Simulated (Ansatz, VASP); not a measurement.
# Two plane-wave programs on SnO2

The input INCAR:

```
PREC = Accurate
ENCUT = 600
EDIFF = 1E-6
ISMEAR = -1
SIGMA = 0.1
LREAL = F
LASPH = T
NELM = 120
ALGO = Normal
ISIF = 2
LWAVE = F
LCHARG = T
GGA = PS
LELF = T
LVHAR = T
NBANDS = 20
GGA_COMPAT = F
```

File KPOINTS:

```
regular mesh
0
Gamma
  10 10 10
```

POSCAR

```
SnO2
1.0
    1.6170950000      0.9336302336      4.8005933333
   -1.6170950000      0.9336302336      4.8005933333
    0.0000000000     -1.8672604671      4.8005933333
Sn O
1 2
Direct
    0.5000000000      0.5000000000      0.5000000000
    0.2371733333      0.2371733333      0.2371733333
    0.7628266667      0.7628266667      0.7628266667
```

Input for Ansatz:

```yaml
crystal:
  lattice:
    a: 3.23419
    b: 3.23419
    c: 14.40178
    alpha: 90.0
    beta: 90.0
    gamma: 120.0
  space_group: 166
  atoms:
    - { symbol: Sn, position: [0.6666666666666666, 0.3333333333333333, 0.8333333333333334] }
    - { symbol: O, position: [0.3333333333333333, 0.6666666666666666, 0.90384] }
  reduce_to_primitive: true
basis:
  ecutwfc: 517.016338673772
kpoints:
  mp_grid:
    grid: [10, 10, 10]
hamiltonian:
  xc: pbesol
scf:
  convergence:
    dr2_threshold: 1.0e-09
  occupations:
    method: fermi_dirac
output:
  stress: true
```

Alike in both runs: task single point; functional PBEsol; k mesh 10 × 10 × 10; no spin polarisation.

```csv
,VASP,Ansatz
version,VASP 6.6.1,Ansatz 0.2.0
potentials or method,"VASP PAW PBE potentials, release 64 (Sn_d, O), cutoff 600 eV","plane waves, PAW"
occupations,"fermi-dirac, width 0.1 eV",fermi-dirac
valence electrons in the cell,26,26
```

|  | VASP | Ansatz | Ansatz less VASP |
| --- | --- | --- | --- |
| pressure (GPa) | -4.7 | -5.2 | -0.44 |
| traceless stress, the component that is largest in VASP (GPa) | 1.03 | 1.40 | +0.367 |

VASP's potentials were made for PBE, not for PBEsol. Ansatz's warnings: stress scf threshold loose.
